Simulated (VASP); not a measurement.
A run of VASP 6.6.1 is set up as follows.

Contents of INCAR:

```
ALGO = Normal
EDIFF = 1E-6
ENCUT = 500
GGA = CA
GGA_COMPAT = F
ISIF = 2
ISMEAR = 0
LASPH = T
LCHARG = F
LREAL = F
LWAVE = F
NBANDS = 16
NELM = 120
PREC = Accurate
SIGMA = 0.01
```

The input KPOINTS:

```
k-points
0
Gamma
  6 6 6
```

File POSCAR:

```
AgI
1.0
    3.1739602599      3.1739602599      0.0000000000
   -3.1739602599      3.1739602599      0.0000000000
    0.0000000000      3.1739602599      3.1739602599
Ag I
1 1
Direct
    0.0000000000      0.0000000000      0.0000000000
    0.7500000000      0.2500000000      0.5000000000
```

Potentials or basis: VASP PAW LDA potentials, release 64 (Ag, I).

Run with:

```bash
$ cat potpaw_LDA.64/Ag/POTCAR potpaw_LDA.64/I/POTCAR > POTCAR
$ mpirun -np 1 vasp_std > vasp.out
```

Q: Estimate the band gap on the k mesh.

A: 1.09 eV, direct.

Q: Estimate the pressure.

A: 0.0 GPa.

Caveat: spin-orbit coupling is left out, which moves the levels of the heavy elements. LDA gaps usually lie below the measured ones, often by a third to a half.
